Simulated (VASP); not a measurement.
# BaTe (zincblende type) (F-43m) in VASP: notebook, part 2 of 2

VASP 6.6.1.

### Step 3. Electric field gradients, PBE (62.48 Å³/atom)

File INCAR:

```
SYSTEM = BaTe
ALGO = Normal ; EDIFF = 1E-8
ENCUT = 520 ; GGA = PE
ISIF = 2 ; ISMEAR = -1
LASPH = .True. ; LCHARG = .False.
LEFG = .True. ; LREAL = .False.
LWAVE = .False. ; NBANDS = 15
NELM = 80 ; PREC = Accurate
SIGMA = 0.05
```

File KPOINTS:

```
k-points
0
Gamma
  11 11 11
  0 0 0
```

File POSCAR:

```
BaTe
1.0
    0.0000000000      3.9679978458      3.9679978458
    3.9679978458      0.0000000000      3.9679978458
    3.9679978458      3.9679978458      0.0000000000
Ba Te
1 1
Direct
    0.0000000000      0.0000000000      0.0000000000
    0.2500000000      0.2500000000      0.2500000000
```

Potentials or basis: VASP PAW PBE potentials, release 64 (Ba_sv, Te).

Launch:

```bash
> cat potpaw_PBE.64/Ba_sv/POTCAR potpaw_PBE.64/Te/POTCAR > POTCAR
> mpirun -np 1 vasp_std > vasp.out
```

OUTCAR:

```text
SYSTEM = BaTe
   EDIFF = 1E-8
   ENCUT = 520
   GGA = PE
   ISIF = 2
   ISMEAR = -1
   LASPH = .True.
   LREAL = .False.
   NELM = 80
   PREC = Accurate

 ion  position               nearest neighbor table
   1  0.000  0.000  0.000-   2 3.44   2 3.44   2 3.44   2 3.44
   2  0.250  0.250  0.250-   1 3.44   1 3.44   1 3.44   1 3.44

  LATTYP: Found a face centered cubic cell.
 ALAT       =     7.9359956916

  Lattice vectors:

 A1 = (   0.0000000000,   3.9679978458,   3.9679978458)
 A2 = (   3.9679978458,   0.0000000000,   3.9679978458)
 A3 = (   3.9679978458,   3.9679978458,   0.0000000000)

Analysis of symmetry for initial positions (statically):
=====================================================================
 Subroutine PRICEL returns:
 Original cell was already a primitive cell.

 Routine SETGRP: Setting up the symmetry group for a
 face centered cubic supercell.

 Subroutine GETGRP returns: Found 24 space group operations
 (whereof 24 operations were pure point group operations)
 out of a pool of 48 trial point group operations.

The static configuration has the point symmetry T_d .

Analysis of symmetry for dynamics (positions and initial velocities):
=====================================================================
 Subroutine PRICEL returns:
 Original cell was already a primitive cell.

 Routine SETGRP: Setting up the symmetry group for a
 face centered cubic supercell.

 Subroutine GETGRP returns: Found 24 space group operations
 (whereof 24 operations were pure point group operations)
 out of a pool of 48 trial point group operations.

The dynamic configuration has the point symmetry T_d .

 Subroutine INISYM returns: Found 24 space group operations
[... 165 lines left out ...]
     12       5.8051      0.00000
     13       5.8051      0.00000
     14       5.8051      0.00000
[... 401 lines left out ...]
      2     -12.4107      2.00000
      3     -12.3465      2.00000
      4     -12.3348      2.00000
      5      -8.6610      2.00000
      6      -0.7567      2.00000
      7      -0.4320      2.00000
      8      -0.4139      2.00000
      9       3.5811      0.00000
     10       3.6313      0.00000
     11       3.9863      0.00000
     12       4.7744      0.00000
     13       5.5777      0.00000
     14       6.1117      0.00000
     15       6.5161      0.00000

 [... further k-points ...]
[... 5 lines left out ...]
  --------------------------------------------------------------------------------------
  -------------------------------------------------------------------------------------
  Total       -0.4025205     -0.4025205     -0.4025205     -0.0000000     -0.0000000      0.0000000
  in kB       -5.1612427     -5.1612427     -5.1612427     -0.0000000     -0.0000000      0.0000000
  external PRESSURE =      -5.1612427 kB  Pullay stress =       0.0000000 kB

 VOLUME and BASIS-vectors are now :
 -----------------------------------------------------------------------------
  energy-cutoff  :      520.00
  volume of cell :      124.95
      direct lattice vectors                 reciprocal lattice vectors
     0.000000000  3.967997846  3.967997846    -0.126008133  0.126008133  0.126008133
     3.967997846  0.000000000  3.967997846     0.126008133 -0.126008133  0.126008133
     3.967997846  3.967997846  0.000000000     0.126008133  0.126008133 -0.126008133

 POSITION                                       TOTAL-FORCE (eV/Angst)
 -----------------------------------------------------------------------------------
      0.00000      0.00000      0.00000        -0.000000     -0.000000     -0.000000
      1.98400      1.98400      1.98400         0.000000      0.000000      0.000000
 -----------------------------------------------------------------------------------
    total drift:                               -0.000000     -0.000000     -0.000000

  FREE ENERGIE OF THE ION-ELECTRON SYSTEM (eV)
  ---------------------------------------------------
  free  energy   TOTEN  =        -8.0858510469 eV

  energy  without entropy=       -8.0858510468  energy(sigma->0) =       -8.08585105

 Electric field gradients (V/A^2)
---------------------------------------------------------------------
 ion       V_xx      V_yy      V_zz      V_xy      V_xz      V_yz
---------------------------------------------------------------------
   1      -0.000     0.000     0.000    -0.000    -0.000    -0.000
   2      -0.000    -0.000    -0.000     0.000     0.000     0.000
---------------------------------------------------------------------

 Electric field gradients after diagonalization (V/A^2)
 (convention: |V_zz| > |V_xx| > |V_yy|)
----------------------------------------------------------------------
 ion       V_xx      V_yy      V_zz     asymmetry (V_yy - V_xx)/ V_zz
----------------------------------------------------------------------
   1       0.000     0.000    -0.000       0.000
   2      -0.000    -0.000     0.000       0.000
----------------------------------------------------------------------

           NMR quadrupolar parameters

 Cq : quadrupolar parameter    Cq=e*Q*V_zz/h
 eta: asymmetry parameters     (V_yy - V_xx)/ V_zz
 Q  : nuclear electric quadrupole moment in mb (millibarn)
----------------------------------------------------------------------
 ion       Cq(MHz)       eta       Q (mb)
----------------------------------------------------------------------
   1      -0.000       0.000       1.000
   2       0.000       0.000       1.000
----------------------------------------------------------------------
```

Run time: 68 s. Hardware: 1 thread of Intel Xeon 6975P-C (Granite Rapids), shared host; peak memory 0.32 GiB.

What came out:

| Quantity | Value |
| --- | --- |
| Free energy | -8.0859 eV |
| Pressure | -0.5 GPa |
| Band gap on the k mesh | 2.53 eV (least direct gap 2.91 eV) |
| Largest electric field gradient by atom | under 0.05 V/Å² on every atom |

Caveat: spin-orbit coupling is left out, which moves the levels of the heavy elements; an odd mesh through Γ misses points on the zone boundary, where band edges can lie.

### Step 4. Single point, PBE

This run uses another cell than the first one, of 60.07 Å³/atom.

File POSCAR:

```
BaTe
1.0
    0.0000000000      3.9164595728      3.9164595728
    3.9164595728      0.0000000000      3.9164595728
    3.9164595728      3.9164595728      0.0000000000
Ba Te
1 1
Direct
    0.0000000000      0.0000000000      0.0000000000
    0.2500000000      0.2500000000      0.2500000000
```

File INCAR.step1:

```
SYSTEM = BaTe
  ALGO = Normal
  EDIFF = 1E-7
  ENCUT = 520
  GGA = PE
  ISIF = 2
  ISMEAR = -1
  LASPH = .TRUE.
  LCHARG = .TRUE.
  LREAL = .FALSE.
  LWAVE = .FALSE.
  NBANDS = 15
  NELM = 100
  PREC = Accurate
  SIGMA = 0.05
```

File KPOINTS.step1:

```
k-points
0
G
  11 11 11
  0 0 0
```

File INCAR.step2:

```
SYSTEM = BaTe
  ALGO = Normal
  EDIFF = 1E-7
  ENCUT = 520
  GGA = PE
  ICHARG = 11
  ISIF = 2
  ISMEAR = -5
  LASPH = .TRUE.
  LCHARG = .FALSE.
  LORBIT = 11
  LREAL = .FALSE.
  LWAVE = .FALSE.
  NBANDS = 15
  NEDOS = 1001
  NELM = 100
  PREC = Accurate
  SIGMA = 0.05
```

File KPOINTS.step2:

```
k-points
0
G
  17 17 17
  0 0 0
```

Launch:

```bash
> cat potpaw_PBE.64/Ba_sv/POTCAR potpaw_PBE.64/Te/POTCAR > POTCAR
> cp INCAR.step1 INCAR
> cp KPOINTS.step1 KPOINTS
> mpirun -np 1 vasp_std > vasp.out
> cp INCAR.step2 INCAR
> cp KPOINTS.step2 KPOINTS
> mpirun -np 1 vasp_std > vasp.out
```

It took 2.4 min on 1 thread of Intel Xeon 6975P-C (Granite Rapids), shared host; peak memory 0.48 GiB.

It converged, with:

```yaml
Valence_electrons_inside_the_program's_atomic_spheres: Ba 7.88; Te 3.47
```

Levels at points of the mesh, in eV from the valence-band top:
| k point | band 5 | band 6 | band 7 | band 8 | band 9 | band 10 | band 11 | band 12 |
| --- | --- | --- | --- | --- | --- | --- | --- | --- |
| (0.00, 0.00, 0.00) | -8.72 | -0.43 | -0.43 | -0.43 | 2.58 | 4.13 | 4.13 | 6.08 |

Caveat: spin-orbit coupling is left out, which moves the levels of the heavy elements.
